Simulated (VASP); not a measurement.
Wanted: the native input for a VASP 6.6.1 run.

```
Task                   : single point
Functional             : PBE
Potentials or basis    : VASP PAW PBE potentials, release 64 (Ba_sv, La, S)
Cutoff                 : 520 eV
k mesh                 : 4 × 4 × 4
Occupations            : gaussian, width 0.1 eV
Spin                   : no spin polarisation
Dipole correction      : no
Further INCAR settings : ALGO = Normal; EDIFF = 1e-06; NBANDS = 20
```

The structure of BaLaS lies in POSCAR:

```
BaLaS
1.0
    4.0097017900      0.0000000000      0.0000000000
    0.0000000000      4.0097017900      0.0000000000
    0.0000000000      0.0000000000      6.4115867700
Ba La S
1 1 1
Direct
    0.5000000000      0.5000000000      0.0000000000
    0.5000000000      0.5000000000      0.5000000000
    0.0000000000      0.0000000000      0.0000000000
```

The input as run:

INCAR

```
ALGO = Normal
EDIFF = 1E-6
ENCUT = 520
GGA = PE
ISIF = 2
ISMEAR = 0
LASPH = True
LCHARG = True
LELF = True
LREAL = False
LVHAR = True
LWAVE = False
NBANDS = 20
NELM = 80
PREC = Accurate
SIGMA = 0.1
```

KPOINTS

```
k-points
0
Gamma
  4 4 4
```

Potentials or basis: VASP PAW PBE potentials, release 64 (Ba_sv, La, S).

The run is started by

```sh
$ cat potpaw_PBE.64/Ba_sv/POTCAR potpaw_PBE.64/La/POTCAR potpaw_PBE.64/S/POTCAR > POTCAR
$ mpirun -np 1 vasp_std > vasp.out
```

It gave:

* Pressure: 8.8 GPa

Caveat: the k points lie up to 0.39 Å⁻¹ apart.

Run time: 60 s on 1 thread of Oxide Virtual Turin-like Processor, on a shared host, peak memory 0.2 GiB.
